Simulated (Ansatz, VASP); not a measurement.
## C in VASP and in Ansatz

```
C
1.0
     7.39800    0.00000    0.00000
    -3.69900    6.40686    0.00000
     0.00000    0.00000   13.00000
C
19
Direct
  0.99952 0.99662 0.06940
  0.22144 0.10693 0.06938
  0.99983 0.32884 0.07499
  0.22243 0.43985 0.07112
  0.99855 0.66371 0.07114
  0.22116 0.77476 0.07500
  0.32781 0.99430 0.07738
  0.55035 0.11187 0.10161
  0.33233 0.32993 0.07041
  0.55532 0.44081 0.06946
  0.33347 0.66246 0.07499
  0.55303 0.76912 0.07738
  0.67063 0.99170 0.10158
  0.89317 0.10926 0.07740
  0.66795 0.33444 0.07746
  0.88754 0.44110 0.07502
  0.66563 0.66273 0.06944
  0.88863 0.77362 0.07041
  0.61061 0.05183 0.20256
```

Alike in both runs: functional PBE; k mesh 2 × 2 × 1; occupations fermi-dirac, width 0.02 eV; collinear spin.

Ansatz relaxed the structure, and its values are those at the end. VASP's run is a single point on that final structure, the one shown.

```csv
,VASP,Ansatz
version,VASP 6.6.1,Ansatz 0.2.0
potentials or method,"VASP PAW PBE potentials, release 64 (C), cutoff 520 eV","scalar-relativistic, plane waves, PAW"
valence electrons in the cell,76,76
```

Ansatz gave:

```
rms of the force components (eV/Å)                            : 0.008
net moment per atom (μB)                                      : 0.03
size of the moment on the site where the two differ most (μB) : 0.13
```

Task: Which values does VASP return?

Result: rms of the force components (eV/Å): 0.020; net moment per atom (μB): 0.03; size of the moment on the site where the two differ most (μB): 0.17.

Site moments also hang on the region over which each program counts them. The functional is the same, so the differences come from potentials, cutoffs and numerics. Ansatz's warnings: xc potential rough in thin density.

The k mesh is coarse, so the values compare programs but aren't converged.
